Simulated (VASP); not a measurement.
A run of VASP 6.6.1 is set up as follows.

File INCAR:

```
PREC = Accurate ; ENCUT = 520
EDIFF = 1E-6 ; ISMEAR = 0
SIGMA = 0.15 ; LREAL = F
LASPH = T ; NELM = 100
ALGO = Normal ; ISIF = 2
LWAVE = F ; LCHARG = T
GGA = PE ; IVDW = 12
LELF = T ; LVHAR = T
NBANDS = 16
```

File KPOINTS:

```
Automatic mesh
0
Gamma
  18 12 10
```

File POSCAR:

```
C
1.0
   -2.4646600698      0.0000000000      0.0000000000
    0.0000000000      0.0000000000     -3.5719696368
    0.0000000000     -4.2689164642      0.0000000000
C
4
Direct
    0.5000000000      0.0000000000      0.1666666667
    0.0000000000      0.0000000000      0.6666666667
    0.0000000000      0.0000000000      0.3333333333
    0.5000000000      0.0000000000      0.8333333333
```

Potentials or basis: VASP PAW PBE potentials, release 64 (C).

Run with:

```sh
$ cat potpaw_PBE.64/C/POTCAR > POTCAR
$ mpirun -np 1 vasp_std > vasp.out
```

What does it give for the pressure?

0.4 GPa.

Predict the largest force.

0.004 eV/Å.

Estimate the dispersion energy per atom.

-0.145 eV.

What does it give for the band gap on the k mesh?

Zero (bands 8 and 9 overlap by 0.92 eV).

Forces on the atoms (eV/Å):
```
C    0.000 -0.004  0.000
C    0.000 -0.004  0.000
C    0.000  0.004  0.000
C    0.000  0.004  0.000
```
